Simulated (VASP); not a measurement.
Here is a VASP 6.6.1 calculation.

File INCAR:

```
SYSTEM = Co3Si8Ni
ALGO = Normal
EDIFF = 1E-6
ENCUT = 520
GGA = PE
ISIF = 2
ISMEAR = 0
LASPH = .TRUE.
LCHARG = .TRUE.
LELF = .TRUE.
LREAL = .FALSE.
LVHAR = .TRUE.
LWAVE = .FALSE.
NBANDS = 46
NELM = 100
PREC = Accurate
SIGMA = 0.1
```

Contents of KPOINTS:

```
k-points
0
G
  4 4 4
  0 0 0
```

The input POSCAR:

```
Co3Si8Ni
1.0
    5.3705819000      0.0000000000      0.0000000000
    0.0000000000      5.3705819000      0.0000000000
    0.0000000000      0.0000000000      5.3705819000
Co Si Ni
3 8 1
Direct
    0.5000000000      0.0000000000      0.5000000000
    0.5000000000      0.5000000000      0.0000000000
    0.0000000000      0.5000000000      0.5000000000
    0.7478570000      0.2521430000      0.7478570000
    0.2521430000      0.2521430000      0.2521430000
    0.7478570000      0.7478570000      0.2521430000
    0.2521430000      0.7478570000      0.7478570000
    0.2521430000      0.7478570000      0.2521430000
    0.7478570000      0.7478570000      0.7478570000
    0.2521430000      0.2521430000      0.7478570000
    0.7478570000      0.2521430000      0.2521430000
    0.0000000000      0.0000000000      0.0000000000
```

Potentials or basis: VASP PAW PBE potentials, release 64 (Co, Si, Ni).

The run is started by

```bash
$ cat potpaw_PBE.64/Co/POTCAR potpaw_PBE.64/Si/POTCAR potpaw_PBE.64/Ni/POTCAR > POTCAR
$ mpirun -np 1 vasp_std > vasp.out
```

Q: Estimate the pressure.

A: -0.1 GPa.

Q: Predict the largest force.

A: 0.055 eV/Å.

Q: Estimate the band gap on the k mesh.

A: Zero (an odd number of electrons rules out a gap without spin polarisation).

Forces in eV/Å, atoms in the order of the input:
```
Co   0.000  0.000  0.000
Co   0.000  0.000  0.000
Co   0.000  0.000  0.000
Si   0.032 -0.032  0.032
Si  -0.032 -0.032 -0.032
Si   0.032  0.032 -0.032
Si  -0.032  0.032  0.032
Si  -0.032  0.032 -0.032
Si   0.032  0.032  0.032
Si  -0.032 -0.032  0.032
Si   0.032 -0.032 -0.032
Ni   0.000  0.000  0.000
```

Caveat: the run has no spin polarisation, though such a crystal can be magnetic. Spin polarisation is off, so any magnetic state and its effect on volume and gap are missing.
